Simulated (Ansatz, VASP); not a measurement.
**One calculation of WS2, two programs**

```
CELL_PARAMETERS angstrom
3.18321 0.00000 0.00000
-1.59160 2.75674 0.00000
0.00000 0.00000 23.66876
ATOMIC_POSITIONS crystal
W 0.66667 0.33333 0.36268
W 0.33333 0.66667 0.63732
S 0.66667 0.33333 0.70318
S 0.33333 0.66667 0.42856
S 0.66667 0.33333 0.57144
S 0.33333 0.66667 0.29682
```

Alike in both runs: functional LDA; k mesh 10 × 10 × 2; occupations fermi-dirac, width 0.05 eV; no spin polarisation.

|  | VASP | Ansatz |
| --- | --- | --- |
| version | VASP 6.6.1 | Ansatz 0.2.0 |
| potentials or method | VASP PAW LDA potentials, release 64 (W_sv, S) | Ansatz PAW |
| plane-wave cutoff (eV) | 520 | 420 |
| valence electrons in the cell | 52 | 52 |
| task | single point | band structure |

Ansatz gave:

* gap on the k mesh at the Fermi level (eV): 1.62
* least direct gap on the mesh (eV): 2.11
* rms of the force components (eV/Å): 0.166

Problem. Estimate VASP's values.

Solution. gap on the k mesh at the Fermi level (eV): 1.62; least direct gap on the mesh (eV): 2.11; rms of the force components (eV/Å): 0.145.

LDA's correlation is that of Perdew and Zunger in VASP and of Perdew and Wang (1992) in Ansatz. Atom by atom the forces differ by 0.022 eV/Å (rms over components).

Neither program's run includes spin-orbit coupling. Noted on Ansatz's run: the k mesh misses the band edges, so the gap on the mesh is wider than the one along the path.
